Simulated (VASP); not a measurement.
## W: single point with LDA

Crystal: W.

```
W
1.0
    -1.61512    1.61512    1.61512
     1.61512   -1.61512    1.61512
     1.61512    1.61512   -1.61512
W
1
Direct
  0.00000 0.00000 0.00000
```

```yaml
Program: VASP 6.6.1
Task: single point
Functional: LDA
Potentials_or_basis: VASP PAW LDA potentials, release 64 (W_sv)
Cutoff: 520 eV
k_mesh: 20 × 20 × 20
Occupations: gaussian, width 0.15 eV
Spin: no spin polarisation
Dipole_correction: no
Further_INCAR_settings: ALGO = Normal; EDIFF = 1e-06; NBANDS = 13
```

```yaml
Pressure: -23.6 GPa
Band_gap_on_the_k_mesh: zero (bands 7 and 8 overlap by 5.87 eV)
```

Levels at points of the mesh, in eV from the Fermi level:
| k point | band 4 | band 5 | band 6 | band 7 | band 8 | band 9 | band 10 | band 11 |
| --- | --- | --- | --- | --- | --- | --- | --- | --- |
| (0.00, 0.00, 0.00) | -37.75 | -9.24 | -1.19 | -1.19 | -1.19 | 2.01 | 2.01 | 14.41 |
| (0.50, 0.00, 0.00) | -37.76 | -5.90 | -3.33 | 0.61 | 1.88 | 2.76 | 5.57 | 10.08 |
| (0.50, 0.50, 0.50) | -38.51 | -5.41 | -5.41 | 4.68 | 4.68 | 4.68 | 7.85 | 7.85 |

It took 50 s on 1 thread of Intel(R) Xeon(R) Platinum 8375C CPU @ 2.90GHz (Ice Lake), with other jobs on the host, peak memory 0.17 GiB.

Caveat: the cell stands under tension; spin-orbit coupling is left out, which moves the levels of the heavy elements.
